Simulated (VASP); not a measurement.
Set up this calculation in VASP 6.6.1, as the native input.

```
Task                   : single point
Functional             : PBE
Potentials or basis    : VASP PAW PBE potentials, release 64 (C, B)
Cutoff                 : 520 eV
k mesh                 : 1 × 1 × 1, shifted
Occupations            : fermi-dirac, width 0.05 eV
Spin                   : no spin polarisation
Dipole correction      : no
Further INCAR settings : ALGO = Normal; EDIFF = 1e-06; NBANDS = 40; ISYM = 0
```

The structure of BC6 lies in POSCAR:

```
BC6
1.0
    4.9729980000     -0.1966600000      0.0225860000
   -0.1966600000      4.9296060000     -0.1069400000
    0.0225860000     -0.1069400000      4.8244630000
C B
12 2
Direct
    0.3916572904      0.9350282704      0.3205409497
    0.4855667002      0.2059955414      0.8704442658
    0.6171162797      0.6151471702      0.5816354380
    0.0951323680      0.5789098955      0.1700763307
    0.8961492621      0.9833999025      0.3394552634
    0.0998191060      0.6238893010      0.6609782700
    0.8260324063      0.4949981042      0.7003374944
    0.6476977521      0.8588722793      0.4140705194
    0.1247599013      0.7910488700      0.4139702054
    0.3438156108     -0.0075067435      0.0265376291
    0.7580383274      0.3100091447      0.9122603540
    0.1834801615      0.7379414942      0.9355396405
    0.3659355323      0.4442057893      0.6902435250
    0.9360404873      0.2695216641      0.1549924284
```

These files were run (other wordings do the same):

INCAR

```
PREC     = Accurate       # precision mode
ENCUT    = 520            # plane-wave cutoff, eV
EDIFF    = 1E-6           # SCF threshold, eV
ISMEAR   = -1             # smearing method
SIGMA    = 0.05           # smearing width, eV
LREAL    = F              # projectors in reciprocal space
LASPH    = T              # aspherical terms in the spheres
NELM     = 100            # most SCF steps
ALGO     = Normal         # electronic algorithm
ISIF     = 2              # what is computed and relaxed
LWAVE    = F              # write WAVECAR
LCHARG   = T              # write CHGCAR
GGA      = PE             # functional
LELF     = T              # ELF
LVHAR    = T            
NBANDS   = 40             # bands
ISYM     = 0
```

KPOINTS

```
Automatic mesh
0
Gamma
  1 1 1
  0.25 0.25 0.25
```

Potentials or basis: VASP PAW PBE potentials, release 64 (C, B).

Launch:

```console
$ cat potpaw_PBE.64/C/POTCAR potpaw_PBE.64/B/POTCAR > POTCAR
$ mpirun -np 1 vasp_std > vasp.out
```

It gave:

```json
{
 "Pressure": "-3.9 GPa",
 "Largest force": "2.771 eV/Å",
 "Band gap on the k mesh": "0.90 eV"
}
```

Caveat: the k points lie up to 1.30 Å⁻¹ apart.

Run time: 31 s on 1 thread of Intel Xeon 6975P-C (shared host), peak memory 0.21 GiB.
